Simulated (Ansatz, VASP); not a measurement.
## CaO in VASP and in Ansatz

```xyz
4
Lattice="4.1117 0.0000 0.0000 -2.0559 3.5609 0.0000 0.0000 0.0000 4.9284" Properties=species:S:1:pos:R:3 pbc="T T T"
Ca    0.0000    2.3739    3.6963
Ca    2.0559    1.1870    1.2321
O     0.0000    2.3739    1.2321
O     2.0559    1.1870    3.6963
```

Change from the starting cell: strain +0.030 along x and y, +0.030 along z, atoms carried along.

Alike in both runs: task single point; functional PBE; k mesh 9 × 9 × 6; occupations gaussian, width 0.05 eV; no spin polarisation.

```csv
,VASP,Ansatz
version,VASP 6.6.1,Ansatz 0.2.0
potentials or method,"VASP PAW PBE potentials, release 64 (Ca_sv, O), cutoff 520 eV","scalar-relativistic, plane waves, PAW"
valence electrons in the cell,32,32
```

Ansatz gave:

- gap on the k mesh at the Fermi level (eV): 2.86
- least direct gap on the mesh (eV): 2.86
- pressure (GPa): -5.6
- traceless stress, the component that is largest in VASP (GPa): -0.30

Question: Which values does VASP return?

Answer: gap on the k mesh at the Fermi level (eV): 2.85; least direct gap on the mesh (eV): 2.85; pressure (GPa): -5.3; traceless stress, the component that is largest in VASP (GPa): -0.29.

The functional is the same, so the differences come from potentials, cutoffs and numerics.
